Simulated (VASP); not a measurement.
# Hf2S: single point with PBEsol

The system is Hf2S.

```
CELL_PARAMETERS angstrom
3.37427 0.00000 0.00000
-1.68714 2.92221 0.00000
0.00000 0.00000 11.71741
ATOMIC_POSITIONS crystal
Hf 0.66667 0.33333 0.89981
Hf 0.33333 0.66667 0.39981
Hf 0.66667 0.33333 0.60019
Hf 0.33333 0.66667 0.10019
S 0.00000 0.00000 0.75000
S 0.00000 0.00000 0.25000
```

```json
{
  "Program": "VASP 6.6.1",
  "Task": "single point",
  "Functional": "PBEsol",
  "Potentials or basis": "VASP PAW PBE potentials, release 64 (Hf_pv, S)",
  "Cutoff": "520 eV",
  "k mesh": "6 × 6 × 2",
  "Occupations": "gaussian, width 0.2 eV",
  "Spin": "no spin polarisation"
}
```

```json
{
 "Pressure": "-3.3 GPa",
 "Largest force": "0.231 eV/Å",
 "Band gap on the k mesh": "zero (band 26 reaches 6.72 eV, above the bottom of band 27 at 5.80 eV)"
}
```

Forces in eV/Å, atoms in the order of the input:
```
Hf   0.000  0.000 -0.231
Hf   0.000  0.000 -0.231
Hf   0.000  0.000  0.231
Hf   0.000  0.000  0.231
S    0.000  0.000  0.000
S    0.000  0.000  0.000
```

Stress tensor (GPa, compression positive):
```
-3.42  0.00  0.00
 0.00 -3.42  0.00
 0.00  0.00 -3.18
```

Levels at points of the mesh, in eV from the Fermi level:
```
           k point  band 22  band 23  band 24  band 25  band 26  band 27  band 28  band 29  band 30  band 31
(0.00, 0.00, 0.00)    -3.02    -1.53    -0.12    -0.02     0.46     0.46     0.55     0.55     0.82     0.82
(0.50, 0.00, 0.00)    -2.40    -1.78    -1.30    -1.19    -0.74    -0.46     0.84     1.07     2.50     3.29
(0.00, 0.00, 0.50)    -3.33    -1.14    -1.14     0.40     0.40     0.40     0.40     1.42     1.42     1.60
(0.50, 0.00, 0.50)    -2.34    -1.74    -1.74    -0.99    -0.99     0.37     0.37     1.40     1.40     3.84
```

Run time: 82 s on 1 thread of Intel(R) Xeon(R) Platinum 8259CL CPU @ 2.50GHz (Skylake/Cascade Lake), with other jobs on the host, peak memory 0.26 GiB.

Caveat: the PAW data sets were made with another functional, which shifts forces and pressure a little; spin-orbit coupling is left out, which moves the levels of the heavy elements.
